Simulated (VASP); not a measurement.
Te: single point with PBE

The system is Te.

```
Te
1.0
     3.70807   -2.29262    0.04699
     3.70807    2.29262    0.04699
    -1.94779    0.00000    9.52498
Te
4
Direct
  0.04659 0.54495 0.14244
  0.45505 0.95341 0.35756
  0.95341 0.45505 0.85756
  0.54495 0.04659 0.64244
```

```yaml
Program: VASP 6.6.1
Task: single point
Functional: PBE
Potentials_or_basis: VASP PAW PBE potentials, release 64 (Te)
Cutoff: 500 eV
k_mesh: 4 × 4 × 2
Occupations: gaussian, width 0.1 eV
Spin: no spin polarisation
```

The pressure is -0.1 GPa. The largest force is 0.030 eV/Å and the band gap on the k mesh is zero (bands 12 and 13 overlap by 0.86 eV).

Forces on the atoms (eV/Å):
```
Te   0.008  0.000  0.029
Te  -0.008  0.000 -0.029
Te  -0.008  0.000 -0.029
Te   0.008  0.000  0.029
```

Stress tensor (GPa, compression positive):
```
-0.16  0.00  0.03
 0.00 -0.07  0.00
 0.03  0.00  0.07
```

Levels at points of the mesh, in eV from the Fermi level:
| k point | band 10 | band 11 | band 12 | band 13 | band 14 | band 15 |
| --- | --- | --- | --- | --- | --- | --- |
| (0.00, 0.00, 0.00) | -0.72 | -0.68 | -0.55 | 0.97 | 1.15 | 1.54 |
| (0.50, 0.00, 0.00) | -2.14 | -1.19 | -1.19 | 0.55 | 0.56 | 2.43 |
| (0.50, 0.50, 0.00) | -2.11 | -0.93 | -0.74 | 0.38 | 1.42 | 1.83 |
| (0.00, 0.00, 0.50) | -1.46 | 0.41 | 0.41 | 0.43 | 0.43 | 1.61 |
| (0.50, 0.00, 0.50) | -1.58 | -0.66 | -0.52 | 0.69 | 1.59 | 2.09 |
| (0.50, 0.50, 0.50) | -2.13 | -1.37 | -1.37 | 0.31 | 0.31 | 2.13 |

It took 48 s on 1 thread of Intel Xeon 8259CL (shared host), peak memory 0.24 GiB.

Caveat: the k points lie up to 0.40 Å⁻¹ apart, too coarse for converged energies and pressures of a metal; spin-orbit coupling is left out, which moves the levels of the heavy elements.
